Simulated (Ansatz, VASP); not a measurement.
BN: VASP beside Ansatz

INCAR

```
  AGGAC = 1.0
  AGGAX = 1.0
  ALDAC = 0.0
  ALDAX = 1.0
  ALGO = Normal
  EDIFF = 1E-6
  ENCUT = 520
  GGA = B5
  ISIF = 2
  ISMEAR = -1
  IVDW = 12
  LASPH = True
  LCHARG = True
  LELF = True
  LREAL = False
  LVHAR = True
  LWAVE = False
  NBANDS = 11
  NELM = 100
  PREC = Accurate
  SIGMA = 0.15
  VDW_A1 = 0.4298
  VDW_A2 = 4.2359
  VDW_S6 = 1.0
  VDW_S8 = 2.6996
```

KPOINTS

```
k-points
0
Gamma
  13 13 13
```

Contents of POSCAR:

```
BN
1.0
    0.0000000000      1.8130010000      1.8130010000
    1.8130010000      0.0000000000      1.8130010000
    1.8130010000      1.8130010000      0.0000000000
N B
1 1
Direct
    0.2500000000      0.2500000000      0.2500000000
    0.0000000000      0.0000000000      0.0000000000
```

Contents of input.yaml:

```yaml
crystal:
  lattice:
    - [0.0, 1.813001, 1.813001]
    - [1.813001, 0.0, 1.813001]
    - [1.813001, 1.813001, 0.0]
  atoms:
    - { symbol: "N", position: [0.25, 0.25, 0.25] }
    - { symbol: B, position: [0.0, 0.0, 0.0] }
hamiltonian:
  xc: blyp
  pseudopotentials: { kind: nc, accuracy: standard }
  dispersion: d3bj
kpoints:
  mp_grid: { grid: [13, 13, 13] }
  band_path:
    path:
      - [[0.0, 0.0, 0.0], [0.5, 0.0, 0.5], [0.5, 0.25, 0.75], [0.375, 0.375, 0.75], [0.0, 0.0, 0.0], [0.5, 0.5, 0.5], [0.625, 0.25, 0.625], [0.5, 0.25, 0.75], [0.5, 0.5, 0.5], [0.375, 0.375, 0.75]]
      - [[0.625, 0.25, 0.625], [0.5, 0.0, 0.5]]
    npoints: 14
scf:
  occupations: { method: fermi_dirac, width: 0.15 }
  n_extra_bands: 6
output:
  forces: true
  stress: true
  eigenvalues: true
  fatbands: false
  write_density: true
  write_potential: true
  elf: true
  volumetric_format: npy
```

Alike in both runs: functional BLYP; dispersion D3(BJ); k mesh 13 × 13 × 13; occupations fermi-dirac, width 0.15 eV; no spin polarisation.

```csv
,VASP,Ansatz
version,VASP 6.6.1,Ansatz 0.2.0
potentials or method,"VASP PAW PBE potentials, release 64 (N, B)",PseudoDojo standard (PBE files)
plane-wave cutoff (eV),520,1143
valence electrons in the cell,8,8
task,single point,band structure
```

|  | VASP | Ansatz | Ansatz less VASP |
| --- | --- | --- | --- |
| gap on the k mesh at the Fermi level (eV) | 4.94 | 4.95 | +0.014 |
| least direct gap on the mesh (eV) | 8.89 | 8.96 | +0.071 |
| pressure (GPa) | -4.4 | -0.6 | +3.72 |

VASP's potentials were made for PBE, not for BLYP.

Noted on Ansatz's run: the potentials were made for another functional, which shifts forces and pressure; the k mesh misses the band edges, so the gap on the mesh is wider than the one along the path.
